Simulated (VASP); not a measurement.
Rb, 1 atom in the cell. It takes space group Fm-3m (No. 225, cubic). Conventional cell: a = 5.734 Å, b = 5.734 Å, c = 5.734 Å, α = 90.00°, β = 90.00°, γ = 90.00°. Within 5.3 Å of Rb (site symmetry m-3m) lie 12 Rb at 4.05 Å. This isn't the form of Rb at room conditions, which is bcc.

| Quantity | Value |
| --- | --- |
| Program | VASP 6.6.1 |
| Task | single point |
| Functional | LDA |
| Potentials or basis | VASP PAW LDA potentials, release 64 (Rb_sv) |
| Cutoff | 520 eV |
| k mesh | 12 × 12 × 12 |
| Occupations | fermi-dirac, width 0.08 eV |
| Spin | no spin polarisation |
| Dipole correction | no |
| Further INCAR settings | ALGO = Normal; EDIFF = 1e-06; NBANDS = 10 |

Potentials or basis: VASP PAW LDA potentials, release 64 (Rb_sv).

Run with:

```console
$ cat potpaw_LDA.64/Rb_sv/POTCAR > POTCAR
$ mpirun -np 1 vasp_std > vasp.out
```

Hardware: 1 thread of AMD EPYC 7R43 64-Core Processor (Zen 3) (shared host).

Estimate the wall time of this run.

Wall time 21 s on 1 thread of AMD EPYC 7R43 64-Core Processor (Zen 3), on a shared host, peak memory 0.13 GiB. Counts: scf iterations 10, k points 72.
